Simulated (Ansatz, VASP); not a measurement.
# PbS in VASP and in Ansatz

```
Pb S
1.0
     3.65366    0.00000    0.00000
     0.00000    3.65366    0.00000
     0.00000    0.00000    3.65366
Pb S
1 1
Direct
  0.00000 0.01368 0.00000
  0.50000 0.50000 0.50000
```

Alike in both runs: task single point; functional PBEsol; k mesh 4 × 4 × 4; occupations gaussian, width 0.1 eV; no spin polarisation.

```csv
,VASP,Ansatz
version,VASP 6.6.1,Ansatz 0.2.0
potentials or method,"VASP PAW PBE potentials, release 64 (Pb_d, S), cutoff 500 eV","scalar-relativistic, plane waves, PAW"
valence electrons in the cell,20,20
```

```tsv
	VASP	Ansatz	Ansatz less VASP
gap on the k mesh at the Fermi level (eV)	none	none	-
pressure (GPa)	-3.8	-3.8	+0.04
rms of the force components (eV/Å)	0.038	0.038	-0.0001
```

VASP's potentials were made for PBE, not for PBEsol. Atom by atom the forces differ by 0.000 eV/Å (rms over components). A gap of «none» marks a metal or a gap that the smearing closes.

The k mesh is coarse, so the values compare programs but aren't converged. Spin-orbit coupling is off throughout.
